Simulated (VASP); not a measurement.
# Hg (Im-3m) in VASP: notebook

Hg is run at these levels: LDA; tasks: single point.

Program: VASP 6.6.1. These are calculated values, not measurements. Logs are shortened: lines on timing, memory, paths and dates and some standing lists are left out, and cuts for length are marked.

## Step 1: The cell of the first run

The structure is cubic, space group Im-3m (No. 229). The conventional cell has a = 3.355 Å, b = 3.355 Å, c = 3.355 Å, α = 90.00°, β = 90.00°, γ = 90.00°. Within 3.8 Å of Hg (site symmetry m-3m) lie 14 Hg at 2.91 to 3.36 Å.

## Step 2: Single point, LDA (volume scaled by 0.84)

File INCAR:

```
SYSTEM = Hg
ALGO     = Normal         ! electronic algorithm
EDIFF    = 1E-6           ! SCF threshold, eV
ENCUT    = 520            ! plane-wave cutoff, eV
GGA      = CA             ! functional
ISIF     = 2              ! what is computed and relaxed
ISMEAR   = -1             ! smearing method
LASPH    = .TRUE.         ! aspherical terms in the spheres
LCHARG   = .TRUE.         ! write CHGCAR
LELF     = .TRUE.         ! ELF
LREAL    = .FALSE.        ! projectors in reciprocal space
LVHAR    = .TRUE.       
LWAVE    = .FALSE.        ! write WAVECAR
NBANDS   = 12             ! bands
NELM     = 100            ! most SCF steps
PREC     = Accurate       ! precision mode
SIGMA    = 0.1            ! smearing width, eV
```

File KPOINTS:

```
k-points
0
G
  15 15 15
  0 0 0
```

File POSCAR:

```
Hg
1.0
   -1.6775065164      1.6775065164      1.6775065164
    1.6775065164     -1.6775065164      1.6775065164
    1.6775065164      1.6775065164     -1.6775065164
Hg
1
Direct
    0.0000000000      0.0000000000      0.0000000000
```

Potentials or basis: VASP PAW LDA potentials, release 64 (Hg).

On the command line:

```bash
$ cat potpaw_LDA.64/Hg/POTCAR > POTCAR
$ mpirun -np 1 vasp_std > vasp.out
```

OUTCAR:

```text
SYSTEM = Hg
   EDIFF = 1E-6
   ENCUT = 520
   GGA = CA
   ISIF = 2
   ISMEAR = -1
   LASPH = .TRUE.
   LREAL = .FALSE.
   NELM = 100
   PREC = Accurate

 ion  position               nearest neighbor table
   1  0.000  0.000  0.000-

  LATTYP: Found a body centered cubic cell.
 ALAT       =     3.3550130328

  Lattice vectors:

 A1 = (  -1.6775065164,   1.6775065164,   1.6775065164)
 A2 = (   1.6775065164,  -1.6775065164,   1.6775065164)
 A3 = (   1.6775065164,   1.6775065164,  -1.6775065164)

Analysis of symmetry for initial positions (statically):
=====================================================================
 Subroutine PRICEL returns:
 Original cell was already a primitive cell.

 Routine SETGRP: Setting up the symmetry group for a
 body centered cubic supercell.

 Subroutine GETGRP returns: Found 48 space group operations
 (whereof 48 operations were pure point group operations)
 out of a pool of 48 trial point group operations.

The static configuration has the point symmetry O_h .

Analysis of symmetry for dynamics (positions and initial velocities):
=====================================================================
 Subroutine PRICEL returns:
 Original cell was already a primitive cell.

 Routine SETGRP: Setting up the symmetry group for a
 body centered cubic supercell.

 Subroutine GETGRP returns: Found 48 space group operations
 (whereof 48 operations were pure point group operations)
 out of a pool of 48 trial point group operations.

The dynamic configuration has the point symmetry O_h .

 Subroutine INISYM returns: Found 48 space group operations
 (whereof 48 operations are pure point group operations),
 and found     1 'primitive' translations

----------------------------------------------------------------------------------------

                                     Primitive cell

  volume of cell :      18.8822

  direct lattice vectors                    reciprocal lattice vectors
    -1.677506516  1.677506516  1.677506516     0.000000000  0.298061435  0.298061435
     1.677506516 -1.677506516  1.677506516     0.298061435  0.000000000  0.298061435
     1.677506516  1.677506516 -1.677506516     0.298061435  0.298061435  0.000000000

  length of vectors
     2.905526516  2.905526516  2.905526516     0.421522524  0.421522524  0.421522524

  position of ions in fractional coordinates (direct lattice)
[... 82 lines left out ...]
   NFREE  =      0    steps in history (QN), initial steepest desc. (CG)
   ISIF   =      2    stress and relaxation
   ISYM   =      2    0-nonsym 1-usesym 2-fastsym
   POTIM  = 0.5000    time-step for ionic-motion
   TEBEG  =    0.0;   TEEND  =   0.0 temperature during run
   PSTRESS=    0.0 pullay stress
   NELECT =      12.0000    total number of electrons
   NUPDOWN=      -1.0000    fix difference up-down
   EMIN   =  10.00;   EMAX   =-10.00  energy-range for DOS
   EFERMI =   0.00;   METHOD = LEGACY
   ISMEAR =    -1;   SIGMA  =   0.10  broadening in eV -4-tet -1-fermi 0-gaus
   EFERMI_NEDOS =   21; number of points for ismear=-14 and -15
   IALGO  =     38    algorithm
   IMIX   =      4    mixing-type and parameters
     AMIX     =   0.40;   BMIX     =  1.00
     AMIX_MAG =   1.60;   BMIX_MAG =  1.00
  volume/ion in A,a.u.               =      18.88       127.42
  Fermi-wavevector in a.u.,A,eV,Ry     =   1.407509  2.659805 26.954233  1.981080
  Thomas-Fermi vector in A             =   2.529761
   LORBIT       =      0    0 simple, 1 ext, 2 COOP (PROOUT), +10 PAW based schemes
   GGA     = CA    functional components
   LHFCALC =     F    Hartree Fock is set to
   AEXX    =    0.0000 exact exchange contribution
   IVDW    =     0    specifies the selected vdW correction
   LEPSILON=     F    determine dielectric tensor
   LRPA    =     F    only Hartree local field effects (RPA)
 non-spin polarized calculation
  energy-cutoff  :      520.00
  volume of cell :       18.88
 maximum number of plane-waves:       531
 NGX is ok and might be reduce to    24
   NGX = 11   NGY = 11   NGZ = 11

 number of electron      11.9999998 magnetization

 Free energy of the ion-electron system (eV)
  ---------------------------------------------------
  ext. energy  EPLUGINS =         0.00000000
  ---------------------------------------------------
  free energy    TOTEN  =        -0.77621270 eV

  energy without entropy =       -0.76655089  energy(sigma->0) =       -0.77138180

 E-fermi :   4.7867     XC(G=0): -12.4179

 val. band max:        4.7611042473   @ k =   0.4000   0.0667   0.0667
 cond. band min:       4.8176661029   @ k =  -0.4000   0.4667   0.3333
 fundamental gap:      0.0565618555
 Fermi energy:         4.7866544553

 k-point     1 :       0.0000    0.0000    0.0000
  band No.  band energies     occupation
      1      -6.5293      2.00000
      2      -3.4076      2.00000
      3      -3.4076      2.00000
      4      -3.4076      2.00000
      5      -2.0200      2.00000
      6      -2.0200      2.00000
      7      20.4071      0.00000
      8      20.4071      0.00000
      9      20.4071      0.00000
     10      24.2695      0.00000
     11      24.2695      0.00000
     12      24.2695      0.00000
[... 331 lines left out ...]
 k-point    24 :       0.4000    0.2000    0.0000
  band No.  band energies     occupation
      1      -4.3935      2.00000
      2      -3.8403      2.00000
      3      -2.5532      2.00000
      4      -2.1129      2.00000
      5      -1.6085      2.00000
      6       4.1953      1.99461
      7       4.3126      1.98268
      8      10.6741      0.00000
      9      15.7591      0.00000
     10      22.6964      0.00000
     11      25.1159      0.00000
     12      27.2559      0.00000

 [... further k-points ...]

------------------------ aborting loop because EDIFF is reached ----------------------------------------

  FORCE on cell =-STRESS in cart. coord.  units (eV):
  Direction    XX          YY          ZZ          XY          YZ          ZX
  --------------------------------------------------------------------------------------
  -------------------------------------------------------------------------------------
  Total        2.0731148      2.0731148      2.0731148      0.0000000     -0.0000000     -0.0000000
  in kB      175.9062628    175.9062628    175.9062628      0.0000000     -0.0000000     -0.0000000
  external PRESSURE =     175.9062628 kB  Pullay stress =       0.0000000 kB

 VOLUME and BASIS-vectors are now :
 -----------------------------------------------------------------------------
  energy-cutoff  :      520.00
  volume of cell :       18.88
      direct lattice vectors                 reciprocal lattice vectors
    -1.677506516  1.677506516  1.677506516     0.000000000  0.298061435  0.298061435
     1.677506516 -1.677506516  1.677506516     0.298061435  0.000000000  0.298061435
     1.677506516  1.677506516 -1.677506516     0.298061435  0.298061435  0.000000000

 POSITION                                       TOTAL-FORCE (eV/Angst)
 -----------------------------------------------------------------------------------
      0.00000      0.00000      0.00000         0.000000     -0.000000      0.000000
 -----------------------------------------------------------------------------------
    total drift:                                0.000000      0.000000      0.000000

  FREE ENERGIE OF THE ION-ELECTRON SYSTEM (eV)
  ---------------------------------------------------
  free  energy   TOTEN  =        -0.7762127036 eV

  energy  without entropy=       -0.7665508884  energy(sigma->0) =       -0.77138180
```

It took 7.5 s on 1 thread of Intel Xeon 6975P-C (Granite Rapids), shared host; peak memory 0.15 GiB.

Results:

```
Free energy            : -0.7762 eV
Pressure               : 17.6 GPa
Band gap on the k mesh : zero (band 6 reaches 7.55 eV, above the bottom of band 7 at 4.09 eV)
```

Caveat: the cell differs from its parent crystal (volume scaled by 0.84); spin-orbit coupling is left out, which moves the levels of the heavy elements.

## Step 3: Single point, LDA (volume scaled by 0.92)

File INCAR:

```
SYSTEM = Hg
PREC     = Accurate       ! precision mode
ENCUT    = 520            ! plane-wave cutoff, eV
EDIFF    = 1E-6           ! SCF threshold, eV
ISMEAR   = -1             ! smearing method
SIGMA    = 0.1            ! smearing width, eV
LREAL    = .FALSE.        ! projectors in reciprocal space
LASPH    = .TRUE.         ! aspherical terms in the spheres
NELM     = 60             ! most SCF steps
ALGO     = Normal         ! electronic algorithm
ISIF     = 2              ! what is computed and relaxed
LWAVE    = .FALSE.        ! write WAVECAR
LCHARG   = .FALSE.        ! write CHGCAR
GGA      = CA             ! functional
NBANDS   = 12             ! bands
```

File KPOINTS:

```
Automatic mesh
0
G
  15 15 15
  0 0 0
```

File POSCAR:

```
Hg
1.0
   -1.7291542230      1.7291542230      1.7291542230
    1.7291542230     -1.7291542230      1.7291542230
    1.7291542230      1.7291542230     -1.7291542230
Hg
1
Direct
    0.0000000000      0.0000000000      0.0000000000
```

Potentials or basis: VASP PAW LDA potentials, release 64 (Hg).

On the command line:

```bash
$ cat potpaw_LDA.64/Hg/POTCAR > POTCAR
$ mpirun -np 1 vasp_std > vasp.out
```

It took 7.2 s on 1 thread of Intel Xeon 6975P-C (Granite Rapids), shared host; peak memory 0.14 GiB.

It converged, with:

- Free energy: -0.9068 eV
- Pressure: 6.5 GPa
- Band gap on the k mesh: zero (band 6 reaches 6.43 eV, above the bottom of band 7 at 2.85 eV)

Levels at points of the mesh, in eV from the Fermi level:
```tsv
k point	band 2	band 3	band 4	band 5	band 6	band 7	band 8	band 9	band 10	band 11
(0.00, 0.00, 0.00)	-7.60	-7.60	-7.60	-6.43	-6.43	15.56	15.56	15.56	18.18	18.18
```

Caveat: the cell differs from its parent crystal (volume scaled by 0.92); spin-orbit coupling is left out, which moves the levels of the heavy elements.

## Step 4: Single point, LDA

This run uses another cell than the first one, of 22.48 Å³/atom, 1.190 times its volume.

File INCAR:

```
PREC     = Accurate       # precision mode
ENCUT    = 520            # plane-wave cutoff, eV
EDIFF    = 1E-6           # SCF threshold, eV
ISMEAR   = -1             # smearing method
SIGMA    = 0.1            # smearing width, eV
LREAL    = F              # projectors in reciprocal space
LASPH    = T              # aspherical terms in the spheres
NELM     = 100            # most SCF steps
ALGO     = Normal         # electronic algorithm
ISIF     = 2              # what is computed and relaxed
LWAVE    = F              # write WAVECAR
LCHARG   = F              # write CHGCAR
GGA      = CA             # functional
NBANDS   = 12             # bands
```

File KPOINTS:

```
regular mesh
0
Gamma
  15 15 15
```

File POSCAR:

```
Hg
1.0
   -1.7778882262      1.7778882262      1.7778882262
    1.7778882262     -1.7778882262      1.7778882262
    1.7778882262      1.7778882262     -1.7778882262
Hg
1
Direct
    0.0000000000      0.0000000000      0.0000000000
```

Potentials or basis: VASP PAW LDA potentials, release 64 (Hg).

On the command line:

```bash
$ cat potpaw_LDA.64/Hg/POTCAR > POTCAR
$ mpirun -np 1 vasp_std > vasp.out
```

OUTCAR:

```text
PREC = Accurate
   ENCUT = 520
   EDIFF = 1E-6
   ISMEAR = -1
   LREAL = F
   LASPH = T
   NELM = 100
   ISIF = 2
   GGA = CA

 ion  position               nearest neighbor table
   1  0.000  0.000  0.000-

  LATTYP: Found a body centered cubic cell.
 ALAT       =     3.5557764524

  Lattice vectors:

 A1 = (  -1.7778882262,   1.7778882262,   1.7778882262)
 A2 = (   1.7778882262,  -1.7778882262,   1.7778882262)
 A3 = (   1.7778882262,   1.7778882262,  -1.7778882262)

Analysis of symmetry for initial positions (statically):
=====================================================================
 Subroutine PRICEL returns:
 Original cell was already a primitive cell.

 Routine SETGRP: Setting up the symmetry group for a
 body centered cubic supercell.

 Subroutine GETGRP returns: Found 48 space group operations
 (whereof 48 operations were pure point group operations)
 out of a pool of 48 trial point group operations.

The static configuration has the point symmetry O_h .

Analysis of symmetry for dynamics (positions and initial velocities):
=====================================================================
 Subroutine PRICEL returns:
 Original cell was already a primitive cell.

 Routine SETGRP: Setting up the symmetry group for a
 body centered cubic supercell.

 Subroutine GETGRP returns: Found 48 space group operations
 (whereof 48 operations were pure point group operations)
 out of a pool of 48 trial point group operations.

The dynamic configuration has the point symmetry O_h .

 Subroutine INISYM returns: Found 48 space group operations
 (whereof 48 operations are pure point group operations),
 and found     1 'primitive' translations

----------------------------------------------------------------------------------------

                                     Primitive cell

  volume of cell :      22.4788
[... 111 lines left out ...]
   LORBIT       =      0    0 simple, 1 ext, 2 COOP (PROOUT), +10 PAW based schemes
   GGA     = CA    functional components
   LHFCALC =     F    Hartree Fock is set to
   AEXX    =    0.0000 exact exchange contribution
   IVDW    =     0    specifies the selected vdW correction
   LEPSILON=     F    determine dielectric tensor
   LRPA    =     F    only Hartree local field effects (RPA)
 non-spin polarized calculation
  energy-cutoff  :      520.00
  volume of cell :       22.48
 maximum number of plane-waves:       620
   NGX = 11   NGY = 11   NGZ = 11

 number of electron      12.0000004 magnetization

 Free energy of the ion-electron system (eV)
  ---------------------------------------------------
  ext. energy  EPLUGINS =         0.00000000
  ---------------------------------------------------
  free energy    TOTEN  =        -0.94461942 eV

  energy without entropy =       -0.93523506  energy(sigma->0) =       -0.93992724

 E-fermi :   2.8500     XC(G=0): -11.4542

 val. band max:        2.8212488698   @ k =  -0.4000   0.4000   0.4000
 cond. band min:       2.8841359952   @ k =   0.4000   0.2000   0.0000
 fundamental gap:      0.0628871255
 Fermi energy:         2.8500366264

 k-point     1 :       0.0000    0.0000    0.0000
  band No.  band energies     occupation
      1      -6.5776      2.00000
      2      -4.3478      2.00000
      3      -4.3478      2.00000
      4      -4.3478      2.00000
      5      -3.3444      2.00000
      6      -3.3444      2.00000
      7      18.2277      0.00000
      8      18.2277      0.00000
      9      18.2277      0.00000
     10      19.8386      0.00000
     11      19.8386      0.00000
     12      19.8386      0.00000
[... 331 lines left out ...]
 k-point    24 :       0.4000    0.2000    0.0000
  band No.  band energies     occupation
      1      -5.0076      2.00000
      2      -4.6096      2.00000
      3      -3.6645      2.00000
      4      -3.4116      2.00000
      5      -3.0346      2.00000
      6       2.0021      1.99958
      7       2.8841      0.83114
      8       8.3581      0.00000
      9      13.0992      0.00000
     10      19.4597      0.00000
     11      22.0747      0.00000
     12      23.2889      0.00000

 [... further k-points ...]

------------------------ aborting loop because EDIFF is reached ----------------------------------------

  FORCE on cell =-STRESS in cart. coord.  units (eV):
  Direction    XX          YY          ZZ          XY          YZ          ZX
  --------------------------------------------------------------------------------------
  -------------------------------------------------------------------------------------
  Total        0.0822420      0.0822420      0.0822420      0.0000000      0.0000000     -0.0000000
  in kB        5.8617979      5.8617979      5.8617979      0.0000000      0.0000000     -0.0000000
  external PRESSURE =       5.8617979 kB  Pullay stress =       0.0000000 kB

 VOLUME and BASIS-vectors are now :
 -----------------------------------------------------------------------------
  energy-cutoff  :      520.00
  volume of cell :       22.48
      direct lattice vectors                 reciprocal lattice vectors
    -1.777888226  1.777888226  1.777888226     0.000000000  0.281232528  0.281232528
     1.777888226 -1.777888226  1.777888226     0.281232528  0.000000000  0.281232528
     1.777888226  1.777888226 -1.777888226     0.281232528  0.281232528  0.000000000

 POSITION                                       TOTAL-FORCE (eV/Angst)
 -----------------------------------------------------------------------------------
      0.00000      0.00000      0.00000         0.000000     -0.000000     -0.000000
 -----------------------------------------------------------------------------------
    total drift:                               -0.000000      0.000000      0.000000

  FREE ENERGIE OF THE ION-ELECTRON SYSTEM (eV)
  ---------------------------------------------------
  free  energy   TOTEN  =        -0.9446194215 eV

  energy  without entropy=       -0.9352350602  energy(sigma->0) =       -0.93992724
```

Run time: 8.3 s. Hardware: 1 thread of Intel Xeon 6975P-C (Granite Rapids), shared host; peak memory 0.15 GiB.

What came out:

```yaml
Free_energy: -0.9446 eV
Pressure: 0.6 GPa
Band_gap_on_the_k_mesh: zero (band 6 reaches 5.43 eV, above the bottom of band 7 at 1.83 eV)
```

Levels at points of the mesh, in eV from the Fermi level:
```tsv
k point	band 4	band 5	band 6	band 7	band 8	band 9
(0.00, 0.00, 0.00)	-7.20	-6.19	-6.19	15.38	15.38	15.38
```

Caveat: spin-orbit coupling is left out, which moves the levels of the heavy elements.

## Step 5: Summary

| cell | gap on the mesh (eV) | pressure (GPa) |
| --- | --- | --- |
| a = 2.906 Å, angles 109.5°, 1 atom | none | 17.6 |
| a = 2.995 Å, angles 109.5°, 1 atom | none | 6.5 |
| a = 3.079 Å, angles 109.5°, 1 atom | none | 0.6 |

Alike in all rows: task single point; level LDA; potentials or basis VASP PAW LDA potentials, release 64 (Hg); no spin polarisation; k mesh 15 × 15 × 15; cutoff (eV) 520; smearing fermi-dirac 0.1 eV.

Caveats: spin-orbit coupling is left out, which moves the levels of the heavy elements.

Absolute energies hang on the potentials; compare differences alone.
